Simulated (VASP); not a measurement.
Input of a VASP 6.6.1 run:

The input INCAR:

```
  PREC = Accurate
  ENCUT = 600
  EDIFF = 1E-7
  ISMEAR = 0
  SIGMA = 0.2
  LREAL = False
  LASPH = True
  NELM = 200
  ALGO = Normal
  ISIF = 3
  LWAVE = False
  LCHARG = False
  GGA = PE
  IBRION = 2
  NSW = 36
  EDIFFG = -0.08
  GGA_COMPAT = False
  NELMIN = 4
  LMAXMIX = 6
```

Contents of KPOINTS:

```
regular mesh
0
Gamma
  4 4 3
```

The input POSCAR:

```
PrScO
1.0
    5.0457660100      0.0000000000      0.0000000000
   -2.5228830000      4.3697615400      0.0000000000
    0.0000000000      0.0000000000      5.1824951900
Pr Sc O
2 2 2
Direct
    0.3333333300      0.6666666700      0.5000000000
    0.6666666700      0.3333333300      0.5000000000
    0.3333333300      0.6666666700      0.0000000000
    0.6666666700      0.3333333300      0.0000000000
    0.0000000000      0.0000000000      0.7143307300
    0.0000000000      0.0000000000      0.2856692700
```

Potentials or basis: VASP PAW PBE potentials, release 64 (Pr_3, Sc_sv, O), 4f in core.

Launch:

```bash
$ cat potpaw_PBE.64/Pr_3/POTCAR potpaw_PBE.64/Sc_sv/POTCAR potpaw_PBE.64/O/POTCAR > POTCAR
$ mpirun -np 1 vasp_std > vasp.out
```

Estimate the relaxed cell.

a = 4.827 Å, b = 4.827 Å, c = 5.979 Å, α = 90.00°, β = 90.00°, γ = 120.00°.

Predict the band gap on the k mesh.

zero (bands 28 and 29 overlap by 0.23 eV).

Predict the relaxed volume.

20.11 Å³/atom.

The path:
```tsv
step	energy change (eV)	largest force (eV/Å)	pressure (GPa)	volume (Å³)
1	0.0000	0.7466	7.42	114.27
2	-2.0418	0.0859	-2.59	127.96
3	-2.0429	0.1104	-2.46	127.62
4	-2.0422	0.1288	-2.36	127.37
5	-2.0993	0.1538	-0.24	121.95
6	-2.0993	0.1536	-0.25	121.97
7	-2.1038	0.1617	0.04	121.18
8	-2.1047	0.1665	0.24	120.66
9	-2.1084	0.1174	0.14	120.66
10	-2.1123	0.0110	-0.07	120.65
```

Caveat: the k points lie up to 0.38 Å⁻¹ apart in the final cell; a cell axis changed by over 15 % at a fixed basis, so the end point is rough; spin-orbit coupling is left out, which moves the levels of the heavy elements; the 4f electrons are frozen in the core, so they carry no moment and show no levels; the run has no spin polarisation, though such a crystal can be magnetic. Spin polarisation is off, so any magnetic state and its effect on volume and gap are missing.
